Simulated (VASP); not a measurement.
Write the native input for VASP 6.6.1 that does the following.

```yaml
Task: single point
Functional: LDA
Potentials_or_basis: VASP PAW LDA potentials, release 64 (O)
Cutoff: 600 eV
k_mesh: 16 × 16 × 16
Occupations: gaussian, width 0.025 eV
Spin: no spin polarisation
Dipole_correction: no
Further_INCAR_settings: ALGO = Normal; EDIFF = 1e-06; NBANDS = 9
```

The structure of O lies in POSCAR:

```
O
1.0
    1.8584090528      0.0000000000      0.0000000000
    0.0000000000      1.8584090528      0.0000000000
    0.0000000000      0.0000000000      1.8584090528
O
1
Direct
    0.0000000000      0.0000000000      0.0000000000
```

One way to write it, as run:

INCAR

```
PREC = Accurate
ENCUT = 600
EDIFF = 1E-6
ISMEAR = 0
SIGMA = 0.025
LREAL = False
LASPH = True
NELM = 120
ALGO = Normal
ISIF = 2
LWAVE = False
LCHARG = False
GGA = CA
NBANDS = 9
GGA_COMPAT = False
```

KPOINTS

```
Automatic mesh
0
Gamma
  16 16 16
```

Potentials or basis: VASP PAW LDA potentials, release 64 (O).

The run is started by

```console
$ cat potpaw_LDA.64/O/POTCAR > POTCAR
$ mpirun -np 1 vasp_std > vasp.out
```

Results of the run:

* Pressure: 38.2 GPa
* Band gap on the k mesh: zero (band 3 reaches 8.26 eV, above the bottom of band 4 at 0.90 eV)

It took 4.9 s on 1 thread of Intel Xeon 6455B (shared host), peak memory 0.11 GiB.
